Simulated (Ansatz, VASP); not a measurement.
One calculation of InSb, two programs

INCAR

```
PREC     = Accurate       # precision mode
ENCUT    = 520            # plane-wave cutoff, eV
EDIFF    = 1E-7           # SCF threshold, eV
ISMEAR   = 0              # smearing method
SIGMA    = 0.05           # smearing width, eV
LREAL    = False          # projectors in reciprocal space
LASPH    = True           # aspherical terms in the spheres
NELM     = 80             # most SCF steps
ALGO     = Normal         # electronic algorithm
ISIF     = 2              # what is computed and relaxed
LWAVE    = False          # write WAVECAR
LCHARG   = True           # write CHGCAR
GGA      = PE             # functional
LELF     = True           # ELF
LVHAR    = True         
NBANDS   = 16             # bands
```

Contents of KPOINTS:

```
Automatic mesh
0
Gamma
  10 10 10
```

The input POSCAR:

```
InSb
1.0
    0.0000000000      3.2949957723      3.2949957723
    3.2949957723      0.0000000000      3.2949957723
    3.2949957723      3.2949957723      0.0000000000
In Sb
1 1
Direct
    0.0000000000      0.0000000000      0.0000000000
    0.7500000000      0.7500000000      0.7500000000
```

Input for Ansatz:

```yaml
crystal:
  lattice:
    - [0.0, 3.2949957723, 3.2949957723]
    - [3.2949957723, 0.0, 3.2949957723]
    - [3.2949957723, 3.2949957723, 0.0]
  atoms:
    - { symbol: In, position: [0.0, 0.0, 0.0] }
    - { symbol: Sb, position: [0.75, 0.75, 0.75] }
basis:
  ecutwfc: 420
  ecutrho_ratio: 4
kpoints:
  mp_grid: { grid: [10, 10, 10] }
hamiltonian:
  xc: pbe
scf:
  occupations: { method: gaussian, width: 0.05 }
output:
  forces: true
  stress: true
  eigenvalues: true
```

Alike in both runs: task single point; functional PBE; k mesh 10 × 10 × 10; occupations gaussian, width 0.05 eV; no spin polarisation.

|  | VASP | Ansatz |
| --- | --- | --- |
| version | VASP 6.6.1 | Ansatz 0.2.0 |
| potentials or method | VASP PAW PBE potentials, release 64 (In_d, Sb), cutoff 520 eV | scalar-relativistic, plane waves, PAW |
| valence electrons in the cell | 18 | 28 |

```csv
,VASP,Ansatz,Ansatz less VASP
gap on the k mesh at the Fermi level (eV),none,none,-
pressure (GPa),0.8,0.8,+0.02
```

A gap of «none» marks a metal or a gap that the smearing closes. The functional is the same, so the differences come from potentials, cutoffs and numerics. VASP's potentials hold 18 valence electrons a cell and Ansatz's 28, so a difference there can come from the potentials and not from the codes.

Spin-orbit coupling is off throughout.
